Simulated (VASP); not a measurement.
# AlCo (P4/mmm) in VASP: further runs

The runs below take AlCo through single point, with PBE.

All numbers are computed with VASP 6.6.1; they aren't measurements. Logs are shortened: lines on timing, memory, paths and dates and some standing lists are left out, and cuts for length are marked.

## 1. The cell of the first run

It takes space group P4/mmm (No. 123, tetragonal). The conventional cell has a = 2.766 Å, b = 2.766 Å, c = 2.852 Å, α = 90.00°, β = 90.00°, γ = 90.00°. Within 3.2 Å of Al (site symmetry 4/mmm) lie 8 Co at 2.42 Å and 6 Al at 2.77 to 2.85 Å. Co (site symmetry 4/mmm) has 8 Al at 2.42 Å and 6 Co at 2.77 to 2.85 Å within 3.2 Å.

## 2. Single point, PBE (strain -0.0300 x Voigt [1, 1, 0, 0, 0, 0])

Input file INCAR:

```
PREC = Accurate
ENCUT = 520
EDIFF = 1E-7
ISMEAR = 0
SIGMA = 0.15
LREAL = False
LASPH = True
NELM = 60
ALGO = Fast
ISIF = 2
LWAVE = False
LCHARG = False
GGA = PE
NBANDS = 13
```

Input file KPOINTS:

```
Automatic mesh
0
Gamma
  22 22 22
```

Input file POSCAR:

```
AlCo
1.0
    2.7663453371      0.0000000000      0.0000000000
    0.0000000000      2.7663453371      0.0000000000
    0.0000000000      0.0000000000      2.8519024094
Al Co
1 1
Direct
    0.0000000000      0.0000000000      0.0000000000
    0.5000000000      0.5000000000      0.5000000000
```

Potentials or basis: VASP PAW PBE potentials, release 64 (Al, Co).

The run is started by

```bash
> cat potpaw_PBE.64/Al/POTCAR potpaw_PBE.64/Co/POTCAR > POTCAR
> mpirun -np 1 vasp_std > vasp.out
```

OUTCAR:

```text
PREC = Accurate
   ENCUT = 520
   EDIFF = 1E-7
   ISMEAR = 0
   LREAL = False
   LASPH = True
   NELM = 60
   ISIF = 2
   GGA = PE

 ion  position               nearest neighbor table
   1  0.000  0.000  0.000-   2 2.42   2 2.42   2 2.42   2 2.42   2 2.42   2 2.42   2 2.42   2 2.42

   2  0.500  0.500  0.500-   1 2.42   1 2.42   1 2.42   1 2.42   1 2.42   1 2.42   1 2.42   1 2.42

  LATTYP: Found a simple tetragonal cell.
 ALAT       =     2.7663453371
 C/A-ratio  =     1.0309278351

  Lattice vectors:

 A1 = (   2.7663453371,   0.0000000000,   0.0000000000)
 A2 = (   0.0000000000,   2.7663453371,   0.0000000000)
 A3 = (   0.0000000000,   0.0000000000,   2.8519024094)

Analysis of symmetry for initial positions (statically):
=====================================================================
 Subroutine PRICEL returns:
 Original cell was already a primitive cell.

 Routine SETGRP: Setting up the symmetry group for a
 simple tetragonal supercell.

 Subroutine GETGRP returns: Found 16 space group operations
 (whereof 16 operations were pure point group operations)
 out of a pool of 16 trial point group operations.

The static configuration has the point symmetry D_4h.

Analysis of symmetry for dynamics (positions and initial velocities):
=====================================================================
 Subroutine PRICEL returns:
 Original cell was already a primitive cell.

 Routine SETGRP: Setting up the symmetry group for a
 simple tetragonal supercell.

 Subroutine GETGRP returns: Found 16 space group operations
 (whereof 16 operations were pure point group operations)
 out of a pool of 16 trial point group operations.

The dynamic configuration has the point symmetry D_4h.

 Subroutine INISYM returns: Found 16 space group operations
 (whereof 16 operations are pure point group operations),
 and found     1 'primitive' translations

----------------------------------------------------------------------------------------

                                     Primitive cell

  volume of cell :      21.8247

  direct lattice vectors                    reciprocal lattice vectors
     2.766345337  0.000000000  0.000000000     0.361487767  0.000000000  0.000000000
     0.000000000  2.766345337  0.000000000     0.000000000  0.361487767  0.000000000
     0.000000000  0.000000000  2.851902409     0.000000000  0.000000000  0.350643134

  length of vectors
     2.766345337  2.766345337  2.851902409     0.361487767  0.361487767  0.350643134

  position of ions in fractional coordinates (direct lattice)
     0.000000000  0.000000000  0.000000000
     0.500000000  0.500000000  0.500000000

  ion indices of the primitive-cell ions
   primitive index   ion index
                 1           1
                 2           2

----------------------------------------------------------------------------------------

 KPOINTS: Automatic mesh

Automatic generation of k-mesh.
 Grid dimensions read from file:
 generate k-points for:   22   22   22

 Generating k-lattice:

  Cartesian coordinates                     Fractional coordinates (reciprocal lattice)
     0.016431262  0.000000000  0.000000000     0.045454545  0.000000000  0.000000000
     0.000000000  0.016431262  0.000000000     0.000000000  0.045454545  0.000000000
     0.000000000  0.000000000  0.015938324     0.000000000  0.000000000  0.045454545

  Length of vectors
     0.016431262  0.016431262  0.015938324

  Shift w.r.t. Gamma in fractional coordinates (k-lattice)
     0.000000000  0.000000000  0.000000000

 Subroutine IBZKPT returns following result:
 ===========================================

 Found    936 irreducible k-points:

 Following reciprocal coordinates:
            Coordinates               Weight
  0.000000  0.000000  0.000000      1.000000
  0.045455  0.000000  0.000000      4.000000
  0.090909  0.000000  0.000000      4.000000
  0.136364  0.000000  0.000000      4.000000
  0.181818  0.000000  0.000000      4.000000
  0.227273  0.000000  0.000000      4.000000
[... 16 lines left out ...]
  0.500000  0.045455  0.000000      4.000000
  0.090909  0.090909  0.000000      4.000000
 [... further k-points ...]
   k-points           NKPTS =    936   k-points in BZ     NKDIM =    936   number of bands    NBANDS=     13
   number of dos      NEDOS =    301   number of ions     NIONS =      2
   total plane-waves  NPLWV =  13824
   dimension x,y,z NGX =    24 NGY =   24 NGZ =   24
   dimension x,y,z NGXF=    48 NGYF=   48 NGZF=   48
   ions per type =               1   1
   NGX,Y,Z   is equivalent  to a cutoff of  14.42, 14.42, 13.99 a.u.
   NGXF,Y,Z  is equivalent  to a cutoff of  28.85, 28.85, 27.98 a.u.
 SYSTEM =  unknown system
   PREC   = accura    normal or accurate (medium, high low for compatibility)
   ISTART =      0    job   : 0-new  1-cont  2-samecut
   ICHARG =      2    charge: 1-file 2-atom 10-const
   ISPIN  =      1    spin polarized calculation?
   LNONCOLLINEAR =      F non collinear calculations
   LSORBIT =      F    spin-orbit coupling
   LASPH  =      T    aspherical Exc in radial PAW
   ENCUT  =  520.0 eV  38.22 Ry    6.18 a.u.   5.14  5.14  5.30*2*pi/ulx,y,z
   NELM   =     60;   NELMIN=  2; NELMDL= -5     # of ELM steps
   EDIFF  = 0.1E-06   stopping-criterion for ELM
   LREAL  =      F    real-space projection
   EDIFFG = 0.1E-05   stopping-criterion for IOM
   NSW    =      0    number of steps for IOM
   IBRION =     -1    ionic relax: 0-MD 1-quasi-New 2-CG
   NFREE  =      0    steps in history (QN), initial steepest desc. (CG)
   ISIF   =      2    stress and relaxation
   ISYM   =      2    0-nonsym 1-usesym 2-fastsym
   POTIM  = 0.5000    time-step for ionic-motion
   TEBEG  =    0.0;   TEEND  =   0.0 temperature during run
   PSTRESS=    0.0 pullay stress
   NELECT =      12.0000    total number of electrons
   NUPDOWN=      -1.0000    fix difference up-down
   EMIN   =  10.00;   EMAX   =-10.00  energy-range for DOS
   EFERMI =   0.00;   METHOD = LEGACY
   ISMEAR =     0;   SIGMA  =   0.15  broadening in eV -4-tet -1-fermi 0-gaus
   EFERMI_NEDOS =   21; number of points for ismear=-14 and -15
   IALGO  =     68    algorithm
   IMIX   =      4    mixing-type and parameters
     AMIX     =   0.40;   BMIX     =  1.00
     AMIX_MAG =   1.60;   BMIX_MAG =  1.00
  volume/ion in A,a.u.               =      10.91        73.64
  Fermi-wavevector in a.u.,A,eV,Ry     =   1.341177  2.534457 24.473558  1.798756
  Thomas-Fermi vector in A             =   2.469431
   LORBIT       =      0    0 simple, 1 ext, 2 COOP (PROOUT), +10 PAW based schemes
   GGA     = PE    functional components
   LHFCALC =     F    Hartree Fock is set to
   AEXX    =    0.0000 exact exchange contribution
   IVDW    =     0    specifies the selected vdW correction
   LEPSILON=     F    determine dielectric tensor
   LRPA    =     F    only Hartree local field effects (RPA)
 non-spin polarized calculation
 RMM-DIIS sequential band-by-band and
 Gauss-broadening in eV      SIGMA  =   0.15
  energy-cutoff  :      520.00
  volume of cell :       21.82
 maximum number of plane-waves:       604
 NGX is ok and might be reduce to    24
   NGX = 11   NGY = 11   NGZ = 11

 number of electron      12.0000003 magnetization

 Free energy of the ion-electron system (eV)
  ---------------------------------------------------
  ext. energy  EPLUGINS =         0.00000000
  ---------------------------------------------------
  free energy    TOTEN  =       -11.93563355 eV

  energy without entropy =      -11.92636204  energy(sigma->0) =      -11.93099779

 E-fermi :  11.3537     XC(G=0): -12.5546

 val. band max:       11.3459329842   @ k =   0.5000   0.4091   0.0455
 cond. band min:      11.3546108744   @ k =   0.2727   0.0000   0.5000
 fundamental gap:      0.0086778902
 Fermi energy:        11.3536803470

 k-point     1 :       0.0000    0.0000    0.0000
  band No.  band energies     occupation
      1      -0.0947      2.00000
      2       8.1232      2.00000
      3       8.1819      2.00000
      4      10.4388      2.00000
      5      10.4388      2.00000
      6      10.5549      2.00000
      7      16.9005      0.00000
      8      18.0475      0.00000
      9      18.0475      0.00000
     10      20.2282      0.00000
     11      20.4696      0.00000
     12      27.7544      0.00000
     13      33.5248      0.00000

 k-point     2 :       0.0455    0.0000    0.0000
  band No.  band energies     occupation
      1      -0.0530      2.00000
      2       8.1323      2.00000
      3       8.1846      2.00000
      4      10.4117      2.00000
      5      10.4415      2.00000
      6      10.5319      2.00000
      7      16.9618      0.00000
      8      17.5409      0.00000
      9      18.1046      0.00000
     10      20.2588      0.00000
     11      20.9006      0.00000
     12      27.8940      0.00000
     13      32.9329      0.00000

 k-point     3 :       0.0909    0.0000    0.0000
  band No.  band energies     occupation
      1       0.0719      2.00000
      2       8.1468      2.00000
      3       8.2004      2.00000
      4      10.3347      2.00000
      5      10.4493      2.00000
      6      10.4662      2.00000
      7      16.5567      0.00000
      8      17.1419      0.00000
      9      18.2730      0.00000
     10      20.2479      0.00000
     11      21.7565      0.00000
     12      28.3196      0.00000
     13      31.8150      0.00000
[... 305 lines left out ...]
 k-point    23 :       0.5000    0.0455    0.0000
  band No.  band energies     occupation
      1       4.5332      2.00000
      2       4.5424      2.00000
      3       8.8292      2.00000
      4       9.3859      2.00000
      5       9.5989      2.00000
      6      10.5504      2.00000
      7      11.6980      0.00117
      8      19.7409      0.00000
      9      21.7439      0.00000
     10      22.3401      0.00000
     11      23.2049      0.00000
     12      23.9666      0.00000
     13      27.4589      0.00000

 k-point    24 :       0.0909    0.0909    0.0000
  band No.  band energies     occupation
      1       0.2375      2.00000
      2       8.1939      2.00000
      3       8.2016      2.00000
      4      10.3191      2.00000
      5      10.3687      2.00000
      6      10.3747      2.00000
      7      16.4404      0.00000
      8      17.0933      0.00000
      9      17.3800      0.00000
     10      20.8117      0.00000
     11      22.6021      0.00000
     12      28.7989      0.00000
     13      30.9605      0.00000

 [... further k-points ...]

------------------------ aborting loop because EDIFF is reached ----------------------------------------

  FORCE on cell =-STRESS in cart. coord.  units (eV):
  Direction    XX          YY          ZZ          XY          YZ          ZX
  --------------------------------------------------------------------------------------
  -------------------------------------------------------------------------------------
  Total        1.8970365      1.8970365      1.2038548      0.0000000      0.0000000      0.0000000
  in kB      139.2639890    139.2639890     88.3765913      0.0000000      0.0000000      0.0000000
  external PRESSURE =     122.3015231 kB  Pullay stress =       0.0000000 kB

 VOLUME and BASIS-vectors are now :
 -----------------------------------------------------------------------------
  energy-cutoff  :      520.00
  volume of cell :       21.82
      direct lattice vectors                 reciprocal lattice vectors
     2.766345337  0.000000000  0.000000000     0.361487767  0.000000000  0.000000000
     0.000000000  2.766345337  0.000000000     0.000000000  0.361487767  0.000000000
     0.000000000  0.000000000  2.851902409     0.000000000  0.000000000  0.350643134

 POSITION                                       TOTAL-FORCE (eV/Angst)
 -----------------------------------------------------------------------------------
      0.00000      0.00000      0.00000         0.000000      0.000000      0.000000
      1.38317      1.38317      1.42595         0.000000      0.000000      0.000000
 -----------------------------------------------------------------------------------
    total drift:                                0.000000      0.000000     -0.000000

  FREE ENERGIE OF THE ION-ELECTRON SYSTEM (eV)
  ---------------------------------------------------
  free  energy   TOTEN  =       -11.9356335482 eV

  energy  without entropy=      -11.9263620403  energy(sigma->0) =      -11.93099779
```

Run time: 3.8 min. Hardware: 1 thread of AMD EPYC 7R13 (Zen 3), shared host; peak memory 0.35 GiB.

What came out:

```yaml
Free_energy: -11.9356 eV
Pressure: 12.2 GPa
Band_gap_on_the_k_mesh: zero (bands 6 and 7 overlap by 2.60 eV)
```

Stress tensor (GPa, compression positive):
```
13.93  0.00  0.00
 0.00 13.93  0.00
 0.00  0.00  8.84
```

Levels at points of the mesh, in eV from the Fermi level:
| k point | band 2 | band 3 | band 4 | band 5 | band 6 | band 7 | band 8 | band 9 | band 10 | band 11 |
| --- | --- | --- | --- | --- | --- | --- | --- | --- | --- | --- |
| (0.00, 0.00, 0.00) | -3.23 | -3.17 | -0.91 | -0.91 | -0.80 | 5.55 | 6.69 | 6.69 | 8.87 | 9.12 |
| (0.50, 0.00, 0.00) | -6.83 | -2.54 | -1.97 | -1.74 | -0.78 | 0.35 | 8.48 | 10.32 | 11.37 | 11.84 |
| (0.50, 0.50, 0.00) | -3.22 | -2.62 | -2.62 | -1.72 | -1.72 | -0.15 | 2.84 | 4.04 | 12.96 | 15.89 |
| (0.00, 0.00, 0.50) | -6.96 | -2.59 | -1.75 | -1.75 | -0.70 | 0.05 | 8.51 | 11.28 | 11.28 | 12.41 |
| (0.50, 0.00, 0.50) | -3.28 | -2.93 | -2.74 | -1.56 | -1.53 | -0.26 | 2.56 | 3.74 | 13.76 | 16.45 |
| (0.50, 0.50, 0.50) | -4.19 | -4.19 | -0.24 | -0.12 | 2.34 | 2.47 | 2.47 | 4.71 | 5.56 | 5.56 |

Caveat: the cell differs from its parent crystal (strain -0.0300 x Voigt [1, 1, 0, 0, 0, 0]); the cell stands under pressure; the run has no spin polarisation, though such a crystal can be magnetic. Spin polarisation is off, so any magnetic state and its effect on volume and gap are missing.

[end of part 1 of 2]
